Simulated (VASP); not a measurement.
A run of VASP 6.6.1 is set up as follows.

POSCAR

```
N
1.0
    2.5194737886      0.0000000000      0.0000000000
   -1.2597368943      2.1819283051      0.0000000000
    0.0000000000      0.0000000000      2.4460020000
N
2
Direct
    0.6666666700      0.3333333300      0.2500000000
    0.3333333300      0.6666666700      0.7500000000
```

File INCAR.step1:

```
ALGO = Normal
EDIFF = 1E-4
ENCUT = 600
GGA = PE
ISMEAR = 0
LASPH = T
LCHARG = F
LREAL = F
LWAVE = T
NELM = 100
PREC = Accurate
SIGMA = 0.1
```

Contents of INCAR.step2:

```
ALGO = Normal
EDIFF = 1E-6
EDIFFG = -0.005
ENCUT = 600
IBRION = 2
ISIF = 3
ISMEAR = 0
ISTART = 1
LASPH = T
LCHARG = F
LMIXTAU = T
LREAL = F
LWAVE = F
METAGGA = R2SCAN
NELM = 100
NSW = 100
PREC = Accurate
SIGMA = 0.1
```

File KPOINTS:

```
k-points
0
Gamma
  18 18 18
```

Potentials or basis: VASP PAW PBE potentials, release 64 (N).

Run with:

```bash
$ cat potpaw_PBE.64/N/POTCAR > POTCAR
$ cp INCAR.step1 INCAR
$ mpirun -np 1 vasp_std > vasp.out
$ cp INCAR.step2 INCAR
$ mpirun -np 1 vasp_std > vasp.out
```

**Question.** What does it give for the space group after relaxing (to 0.1 Å)?

**Answer.** P6_3/mmc (No. 194).

**Question.** Predict the relaxed cell.

**Answer.** a = 2.564 Å, b = 2.564 Å, c = 2.441 Å, α = 90.00°, β = 90.00°, γ = 120.00°.

Final structure:
```
N
1.0
     2.56411    0.00000    0.00000
    -1.28205    2.22058    0.00000
     0.00000    0.00000    2.44098
N
2
Direct
  0.66667 0.33333 0.25000
  0.33333 0.66667 0.75000
```
